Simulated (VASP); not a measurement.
# Pb in VASP: further runs, part 3 of 3

VASP 6.6.1. Earlier steps stand in the parts before.

## (5) Electric field gradients, PBEsol (volume scaled by 1.03)

INCAR

```
SYSTEM = Pb
  PREC = Accurate
  ENCUT = 520
  EDIFF = 1E-8
  ISMEAR = -1
  SIGMA = 0.08
  LREAL = .FALSE.
  LASPH = .TRUE.
  NELM = 60
  ALGO = Normal
  ISIF = 2
  LWAVE = .FALSE.
  LCHARG = .FALSE.
  GGA = PS
  LEFG = .TRUE.
  NBANDS = 13
```

KPOINTS

```
regular mesh
0
G
  13 13 13
  0 0 0
```

POSCAR

```
Pb
1.0
   -1.9992614313      1.9992614313      1.9992614313
    1.9992614313     -1.9992614313      1.9992614313
    1.9992614313      1.9992614313     -1.9992614313
Pb
1
Direct
    0.0000000000      0.0000000000      0.0000000000
```

Potentials or basis: VASP PAW PBE potentials, release 64 (Pb_d).

The run is started by

```console
cat potpaw_PBE.64/Pb_d/POTCAR > POTCAR
mpirun -np 1 vasp_std > vasp.out
```

OUTCAR:

```text
SYSTEM = Pb
   PREC = Accurate
   ENCUT = 520
   EDIFF = 1E-8
   ISMEAR = -1
   LREAL = .FALSE.
   LASPH = .TRUE.
   NELM = 60
   ISIF = 2
   GGA = PS

 ion  position               nearest neighbor table
   1  0.000  0.000  0.000-

  LATTYP: Found a body centered cubic cell.
 ALAT       =     3.9985228626

  Lattice vectors:

 A1 = (  -1.9992614313,   1.9992614313,   1.9992614313)
 A2 = (   1.9992614313,  -1.9992614313,   1.9992614313)
 A3 = (   1.9992614313,   1.9992614313,  -1.9992614313)

Analysis of symmetry for initial positions (statically):
=====================================================================
 Subroutine PRICEL returns:
 Original cell was already a primitive cell.

 Routine SETGRP: Setting up the symmetry group for a
 body centered cubic supercell.

 Subroutine GETGRP returns: Found 48 space group operations
 (whereof 48 operations were pure point group operations)
 out of a pool of 48 trial point group operations.

The static configuration has the point symmetry O_h .

Analysis of symmetry for dynamics (positions and initial velocities):
=====================================================================
 Subroutine PRICEL returns:
 Original cell was already a primitive cell.

 Routine SETGRP: Setting up the symmetry group for a
 body centered cubic supercell.

 Subroutine GETGRP returns: Found 48 space group operations
 (whereof 48 operations were pure point group operations)
 out of a pool of 48 trial point group operations.

The dynamic configuration has the point symmetry O_h .

 Subroutine INISYM returns: Found 48 space group operations
 (whereof 48 operations are pure point group operations),
 and found     1 'primitive' translations

----------------------------------------------------------------------------------------

                                     Primitive cell

  volume of cell :      31.9646

  direct lattice vectors                    reciprocal lattice vectors
    -1.999261431  1.999261431  1.999261431     0.000000000  0.250092355  0.250092355
     1.999261431 -1.999261431  1.999261431     0.250092355  0.000000000  0.250092355
     1.999261431  1.999261431 -1.999261431     0.250092355  0.250092355  0.000000000

  length of vectors
     3.462822377  3.462822377  3.462822377     0.353684001  0.353684001  0.353684001

  position of ions in fractional coordinates (direct lattice)
     0.000000000  0.000000000  0.000000000

  ion indices of the primitive-cell ions
   primitive index   ion index
                 1           1

----------------------------------------------------------------------------------------

 KPOINTS: regular mesh

Automatic generation of k-mesh.
 Grid dimensions read from file:
 generate k-points for:   13   13   13

 Generating k-lattice:

  Cartesian coordinates                     Fractional coordinates (reciprocal lattice)
     0.000000000  0.019237873  0.019237873     0.076923077  0.000000000  0.000000000
     0.019237873  0.000000000  0.019237873     0.000000000  0.076923077  0.000000000
[... 66 lines left out ...]
   POTIM  = 0.5000    time-step for ionic-motion
   TEBEG  =    0.0;   TEEND  =   0.0 temperature during run
   PSTRESS=    0.0 pullay stress
   NELECT =      14.0000    total number of electrons
   NUPDOWN=      -1.0000    fix difference up-down
   EMIN   =  10.00;   EMAX   =-10.00  energy-range for DOS
   EFERMI =   0.00;   METHOD = LEGACY
   ISMEAR =    -1;   SIGMA  =   0.08  broadening in eV -4-tet -1-fermi 0-gaus
   EFERMI_NEDOS =   21; number of points for ismear=-14 and -15
   IALGO  =     38    algorithm
   IMIX   =      4    mixing-type and parameters
     AMIX     =   0.40;   BMIX     =  1.00
     AMIX_MAG =   1.60;   BMIX_MAG =  1.00
  volume/ion in A,a.u.               =      31.96       215.71
  Fermi-wavevector in a.u.,A,eV,Ry     =   1.243258  2.349417 21.030395  1.545690
  Thomas-Fermi vector in A             =   2.377577
   LORBIT       =      0    0 simple, 1 ext, 2 COOP (PROOUT), +10 PAW based schemes
   GGA     = PS    functional components
   LHFCALC =     F    Hartree Fock is set to
   AEXX    =    0.0000 exact exchange contribution
   IVDW    =     0    specifies the selected vdW correction
   LEPSILON=     F    determine dielectric tensor
   LRPA    =     F    only Hartree local field effects (RPA)
 non-spin polarized calculation
  energy-cutoff  :      520.00
  volume of cell :       31.96
 maximum number of plane-waves:       889
 NGX is ok and might be reduce to    28
   NGX = 13   NGY = 13   NGZ = 13

 number of electron      13.9999997 magnetization

 Free energy of the ion-electron system (eV)
  ---------------------------------------------------
  ext. energy  EPLUGINS =         0.00000000
  ---------------------------------------------------
  free energy    TOTEN  =        -3.95038754 eV

  energy without entropy =       -3.93828152  energy(sigma->0) =       -3.94433453

 E-fermi :   6.5295     XC(G=0): -10.0934

 val. band max:        6.4581487119   @ k =   0.3077   0.2308   0.0000
 cond. band min:       6.5503731984   @ k =  -0.4615   0.4615   0.3846
 fundamental gap:      0.0922244866
 Fermi energy:         6.5295142117

 k-point     1 :       0.0000    0.0000    0.0000
  band No.  band energies     occupation
      1     -10.4801      2.00000
      2     -10.4801      2.00000
      3     -10.4801      2.00000
      4     -10.2713      2.00000
      5     -10.2713      2.00000
      6      -4.8982      2.00000
      7      13.7073      0.00000
      8      13.7073      0.00000
      9      13.7073      0.00000
     10      17.5493      0.00000
     11      17.5493      0.00000
     12      17.5493      0.00000
     13      17.5852      0.00000
[... 354 lines left out ...]
  band No.  band energies     occupation
      1     -10.5169      2.00000
      2     -10.4582      2.00000
      3     -10.2964      2.00000
      4     -10.2782      2.00000
      5     -10.2515      2.00000
      6      -2.9088      2.00000
      7       5.9088      1.99915
      8       9.4757      0.00000
      9      10.7052      0.00000
     10      16.2802      0.00000
     11      17.3024      0.00000
     12      18.7935      0.00000
     13      20.2222      0.00000

 [... further k-points ...]
[... 5 lines left out ...]
  --------------------------------------------------------------------------------------
  -------------------------------------------------------------------------------------
  Total       -0.5442577     -0.5442577     -0.5442577     -0.0000000     -0.0000000      0.0000000
  in kB      -27.2801286    -27.2801286    -27.2801286     -0.0000000     -0.0000000      0.0000000
  external PRESSURE =     -27.2801286 kB  Pullay stress =       0.0000000 kB

 VOLUME and BASIS-vectors are now :
 -----------------------------------------------------------------------------
  energy-cutoff  :      520.00
  volume of cell :       31.96
      direct lattice vectors                 reciprocal lattice vectors
    -1.999261431  1.999261431  1.999261431     0.000000000  0.250092355  0.250092355
     1.999261431 -1.999261431  1.999261431     0.250092355  0.000000000  0.250092355
     1.999261431  1.999261431 -1.999261431     0.250092355  0.250092355  0.000000000

 POSITION                                       TOTAL-FORCE (eV/Angst)
 -----------------------------------------------------------------------------------
      0.00000      0.00000      0.00000         0.000000      0.000000     -0.000000
 -----------------------------------------------------------------------------------
    total drift:                               -0.000000     -0.000000     -0.000000

  FREE ENERGIE OF THE ION-ELECTRON SYSTEM (eV)
  ---------------------------------------------------
  free  energy   TOTEN  =        -3.9503875398 eV

  energy  without entropy=       -3.9382815223  energy(sigma->0) =       -3.94433453

 Electric field gradients (V/A^2)
---------------------------------------------------------------------
 ion       V_xx      V_yy      V_zz      V_xy      V_xz      V_yz
---------------------------------------------------------------------
   1      -0.000    -0.000    -0.000    -0.001    -0.001    -0.001
---------------------------------------------------------------------

 Electric field gradients after diagonalization (V/A^2)
 (convention: |V_zz| > |V_xx| > |V_yy|)
----------------------------------------------------------------------
 ion       V_xx      V_yy      V_zz     asymmetry (V_yy - V_xx)/ V_zz
----------------------------------------------------------------------
   1       0.001     0.001    -0.001       0.000
----------------------------------------------------------------------

           NMR quadrupolar parameters

 Cq : quadrupolar parameter    Cq=e*Q*V_zz/h
 eta: asymmetry parameters     (V_yy - V_xx)/ V_zz
 Q  : nuclear electric quadrupole moment in mb (millibarn)
----------------------------------------------------------------------
 ion       Cq(MHz)       eta       Q (mb)
----------------------------------------------------------------------
   1      -0.000       0.000       1.000
----------------------------------------------------------------------
```

stdout:

```text
POSCAR found type information on POSCAR Pb
 POSCAR found :  1 types and       1 ions
 scaLAPACK will be used
 -----------------------------------------------------------------------------
|                                                                             |
|                                                                             |
|     You enforced a specific xc type in the INCAR file but a different       |
|     I HOPE YOU KNOW WHAT YOU ARE DOING!                                     |
|                                                                             |
 -----------------------------------------------------------------------------

 LDA part: xc-table for (Slater+PW92), standard interpolation
 POSCAR, INCAR and KPOINTS ok, starting setup
 FFT: planning ... GRIDC
 FFT: planning ... GRID_SOFT
 FFT: planning ... GRID
 WAVECAR not read
 entering main loop
ion   1
```

Run time: 20 s. Hardware: 1 thread of Intel Xeon Platinum 8488C (Sapphire Rapids), shared host; peak memory 0.17 GiB.

Results:

- Free energy: -3.9504 eV
- Pressure: -2.7 GPa
- Band gap on the k mesh: zero (band 7 reaches 13.71 eV, above the bottom of band 8 at 4.71 eV)

Levels at points of the mesh, in eV from the Fermi level:
```tsv
k point	band 4	band 5	band 6	band 7	band 8	band 9	band 10	band 11
(0.00, 0.00, 0.00)	-16.80	-16.80	-11.43	7.18	7.18	7.18	11.02	11.02
```

Caveat: without QUAD_EFG the Cq values of the log hold for a quadrupole moment of 1 mb, not for the nuclei; the PAW data sets were made with another functional, which shifts forces and pressure a little; spin-orbit coupling is left out, which moves the levels of the heavy elements.

## (6) Electric field gradients, PBEsol (volume scaled by 1.06)

INCAR: that of step 5 with these lines changed.

```diff
@@ -8,3 +8,3 @@
   LASPH = .TRUE.
-  NELM = 60
+  NELM = 100
   ALGO = Normal
```

KPOINTS

```
Automatic mesh
0
G
  13 13 13
  0 0 0
```

POSCAR

```
Pb
1.0
   -2.0184862782      2.0184862782      2.0184862782
    2.0184862782     -2.0184862782      2.0184862782
    2.0184862782      2.0184862782     -2.0184862782
Pb
1
Direct
    0.0000000000      0.0000000000      0.0000000000
```

Potentials or basis: VASP PAW PBE potentials, release 64 (Pb_d).

The run is started by

```console
cat potpaw_PBE.64/Pb_d/POTCAR > POTCAR
mpirun -np 1 vasp_std > vasp.out
```

OUTCAR:

```text
SYSTEM = Pb
   PREC = Accurate
   ENCUT = 520
   EDIFF = 1E-8
   ISMEAR = -1
   LREAL = .FALSE.
   LASPH = .TRUE.
   NELM = 100
   ISIF = 2
   GGA = PS

 ion  position               nearest neighbor table
   1  0.000  0.000  0.000-

  LATTYP: Found a body centered cubic cell.
 ALAT       =     4.0369725564

  Lattice vectors:

 A1 = (  -2.0184862782,   2.0184862782,   2.0184862782)
 A2 = (   2.0184862782,  -2.0184862782,   2.0184862782)
 A3 = (   2.0184862782,   2.0184862782,  -2.0184862782)

Analysis of symmetry for initial positions (statically):
=====================================================================
 Subroutine PRICEL returns:
 Original cell was already a primitive cell.

 Routine SETGRP: Setting up the symmetry group for a
 body centered cubic supercell.

 Subroutine GETGRP returns: Found 48 space group operations
 (whereof 48 operations were pure point group operations)
[... 564 lines left out ...]

 VOLUME and BASIS-vectors are now :
 -----------------------------------------------------------------------------
  energy-cutoff  :      520.00
  volume of cell :       32.90
      direct lattice vectors                 reciprocal lattice vectors
    -2.018486278  2.018486278  2.018486278     0.000000000  0.247710379  0.247710379
     2.018486278 -2.018486278  2.018486278     0.247710379  0.000000000  0.247710379
     2.018486278  2.018486278 -2.018486278     0.247710379  0.247710379  0.000000000

 POSITION                                       TOTAL-FORCE (eV/Angst)
 -----------------------------------------------------------------------------------
      0.00000      0.00000      0.00000        -0.000000      0.000000      0.000000
 -----------------------------------------------------------------------------------
    total drift:                               -0.000000     -0.000000     -0.000000

  FREE ENERGIE OF THE ION-ELECTRON SYSTEM (eV)
  ---------------------------------------------------
  free  energy   TOTEN  =        -3.9323389127 eV

  energy  without entropy=       -3.9201567052  energy(sigma->0) =       -3.92624781

 Electric field gradients (V/A^2)
---------------------------------------------------------------------
 ion       V_xx      V_yy      V_zz      V_xy      V_xz      V_yz
---------------------------------------------------------------------
   1      -0.000     0.000     0.000    -0.001    -0.001    -0.001
---------------------------------------------------------------------

 Electric field gradients after diagonalization (V/A^2)
 (convention: |V_zz| > |V_xx| > |V_yy|)
----------------------------------------------------------------------
 ion       V_xx      V_yy      V_zz     asymmetry (V_yy - V_xx)/ V_zz
----------------------------------------------------------------------
   1       0.001     0.001    -0.002       0.000
----------------------------------------------------------------------

           NMR quadrupolar parameters

 Cq : quadrupolar parameter    Cq=e*Q*V_zz/h
 eta: asymmetry parameters     (V_yy - V_xx)/ V_zz
 Q  : nuclear electric quadrupole moment in mb (millibarn)
----------------------------------------------------------------------
 ion       Cq(MHz)       eta       Q (mb)
----------------------------------------------------------------------
   1      -0.000       0.000       1.000
----------------------------------------------------------------------
```

stdout:

```text
POSCAR found type information on POSCAR Pb
 POSCAR found :  1 types and       1 ions
 scaLAPACK will be used
 -----------------------------------------------------------------------------
|                                                                             |
|                                                                             |
|     You enforced a specific xc type in the INCAR file but a different       |
|     I HOPE YOU KNOW WHAT YOU ARE DOING!                                     |
|                                                                             |
 -----------------------------------------------------------------------------

 LDA part: xc-table for (Slater+PW92), standard interpolation
 POSCAR, INCAR and KPOINTS ok, starting setup
 FFT: planning ... GRIDC
 FFT: planning ... GRID_SOFT
 FFT: planning ... GRID
 WAVECAR not read
 entering main loop
ion   1
```

Run time: 20 s. Hardware: 1 thread of Intel Xeon Platinum 8488C (Sapphire Rapids), shared host; peak memory 0.17 GiB.

Results:

```yaml
Free_energy: -3.9323 eV
Pressure: -3.6 GPa
Band_gap_on_the_k_mesh: zero (band 7 reaches 13.17 eV, above the bottom of band 8 at 4.48 eV)
```

Levels at points of the mesh, in eV from the Fermi level:
```
           k point  band 3  band 4  band 5  band 6  band 7  band 8  band 9  band 10  band 11  band 12
(0.00, 0.00, 0.00)  -17.00  -16.80  -16.80  -11.25    6.94    6.94    6.94    10.64    10.97    10.97
```

Caveat: without QUAD_EFG the Cq values of the log hold for a quadrupole moment of 1 mb, not for the nuclei; the PAW data sets were made with another functional, which shifts forces and pressure a little; spin-orbit coupling is left out, which moves the levels of the heavy elements.

## (7) Summary

| cell | gap on the mesh (eV) | pressure (GPa) |
| --- | --- | --- |
| a = 3.384 Å, angles 108.4°, 1 atom | none | -1.5 |
| a = 3.394 Å, angles 109.5°, 1 atom | none | -0.4 |
| a = 3.429 Å, angles 109.5°, 1 atom | none | -1.7 |
| a = 3.463 Å, angles 109.5°, 1 atom | none | -2.7 |
| a = 3.496 Å, angles 109.5°, 1 atom | none | -3.6 |

Alike in all rows: task electric field gradients; level PBEsol; potentials or basis VASP PAW PBE potentials, release 64 (Pb_d); no spin polarisation; k mesh 13 × 13 × 13; cutoff (eV) 520; smearing fermi-dirac 0.08 eV.

Caveats: the PAW data sets were made with another functional, which shifts forces and pressure a little; spin-orbit coupling is left out, which moves the levels of the heavy elements.

Absolute energies hang on the potentials; compare differences alone.
